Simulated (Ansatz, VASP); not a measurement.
## One calculation of As, two programs

File INCAR:

```
SYSTEM = As
PREC = Accurate
ENCUT = 520
EDIFF = 1E-7
ISMEAR = 0
SIGMA = 0.15
LREAL = .FALSE.
LASPH = .TRUE.
NELM = 100
ALGO = Fast
ISIF = 2
LWAVE = .FALSE.
LCHARG = .FALSE.
GGA = PE
NBANDS = 12
```

Contents of KPOINTS:

```
regular mesh
0
G
  18 18 18
  0 0 0
```

File POSCAR:

```
As
1.0
    1.6917745118      1.1938012408      3.4857700000
   -1.6917745118      1.1938012408      3.4857700000
    0.0000000000     -2.3876024817      3.4857700000
As
2
Direct
    0.2275400000      0.2275400000      0.2275400000
    0.7724600000      0.7724600000      0.7724600000
```

Input for Ansatz:

```yaml
crystal:
  lattice:
    - [1.6917745118, 1.1938012408, 3.48577]
    - [-1.6917745118, 1.1938012408, 3.48577]
    - [0.0, -2.3876024817, 3.48577]
  atoms:
    - { symbol: As, position: [0.22754, 0.22754, 0.22754] }
    - { symbol: As, position: [0.77246, 0.77246, 0.77246] }
basis:
  ecutwfc: 420
kpoints:
  mp_grid: { grid: [18, 18, 18] }
hamiltonian:
  xc: pbe
scf:
  occupations: { method: gaussian, width: 0.15 }
output:
  forces: true
  stress: true
  eigenvalues: true
```

Change from the starting cell: strain -0.1000 x Voigt [1, -1, 0, 0, 0, 0], atoms carried along.

Alike in both runs: task single point; functional PBE; k mesh 18 × 18 × 18; occupations gaussian, width 0.15 eV; no spin polarisation.

|  | VASP | Ansatz |
| --- | --- | --- |
| version | VASP 6.6.1 | Ansatz 0.2.0 |
| potentials or method | VASP PAW PBE potentials, release 64 (As), cutoff 520 eV | scalar-relativistic, plane waves, PAW |
| valence electrons in the cell | 10 | 30 |

Ansatz gave:

| Quantity | Value |
| --- | --- |
| gap on the k mesh at the Fermi level (eV) | none |
| pressure (GPa) | 5.5 |
| traceless stress, the component that is largest in VASP (GPa) | 10.55 |
| rms of the force components (eV/Å) | 0.108 |

Estimate VASP's values.

gap on the k mesh at the Fermi level (eV): none; pressure (GPa): 5.8; traceless stress, the component that is largest in VASP (GPa): 10.57; rms of the force components (eV/Å): 0.134.

Atom by atom the forces differ by 0.039 eV/Å (rms over components). A gap of «none» marks a metal or a gap that the smearing closes. VASP's potentials hold 10 valence electrons a cell and Ansatz's 30, so a difference there can come from the potentials and not from the codes.
